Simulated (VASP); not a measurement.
Crystal: BaOs2Rh2.

```
CELL_PARAMETERS angstrom
0.00000 4.15428 0.00000
4.15428 0.00000 0.00000
2.07714 2.07714 -6.02133
ATOMIC_POSITIONS crystal
Os 0.75000 0.25000 0.50000
Os 0.25000 0.75000 0.50000
Rh 0.37500 0.37500 0.25000
Rh 0.62500 0.62500 0.75000
Ba 0.00000 0.00000 0.00000
```

Base run:

```yaml
Program: VASP 6.6.1
Functional: RPBE
Potentials_or_basis: VASP PAW PBE potentials, release 64 (Os, Rh_pv, Ba_sv)
Cutoff: 520 eV
k_mesh: 5 × 5 × 5
Occupations: fermi-dirac, width 0.1 eV
Spin: no spin polarisation
```

Its results: band gap on the k mesh zero (bands 28 and 29 overlap by 0.36 eV); pressure -0.4 GPa; largest force 0.342 eV/Å.

Problem. The run is repeated on the same cell with these changes: functional from RPBE to revPBE; further incar settings from ALGO = Normal; EDIFF = 1e-06; NBANDS = 36 to ALGO = Normal; EDIFF = 1e-07; NBANDS = 36. What comes out?

Solution. Band gap on the k mesh zero (bands 28 and 29 overlap by 0.36 eV); pressure -1.2 GPa; largest force 0.310 eV/Å.

Caveats: the PAW data sets were made with another functional, which shifts forces and pressure a little; spin-orbit coupling is left out, which moves the levels of the heavy elements.
